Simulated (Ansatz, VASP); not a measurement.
Au: VASP beside Ansatz

```
Au
1.0
     0.00000    2.07827    2.07827
     2.07827    0.00000    2.07827
     2.07827    2.07827    0.00000
Au
1
Direct
  0.00000 0.00000 0.00000
```

Alike in both runs: task relaxation of cell and atoms; functional RPBE; k mesh 18 × 18 × 18; occupations fermi-dirac, width 0.05 eV; no spin polarisation.

```csv
,VASP,Ansatz
version,VASP 6.6.1,Ansatz 0.2.0
potentials or method,"VASP PAW PBE potentials, release 64 (Au)","PAW with Ansatz's default frozen-core files, scalar-relativistic"
plane-wave cutoff (eV),600,420
valence electrons in the cell,11,19
```

Ansatz gave:

| Quantity | Value |
| --- | --- |
| relaxed volume (Å³/atom) | 18.50 |
| relaxed length of the cell vector where the two differ most in proportion (Å) | 2.969 |

Q: Which values does VASP return?

A: Relaxed volume (Å³/atom): 18.48; relaxed length of the cell vector where the two differ most in proportion (Å): 2.967.

VASP's potentials were made for PBE, not for RPBE. VASP's potentials hold 11 valence electrons a cell and Ansatz's 19, so a difference there can come from the potentials and not from the codes.

Neither program's run includes spin-orbit coupling.
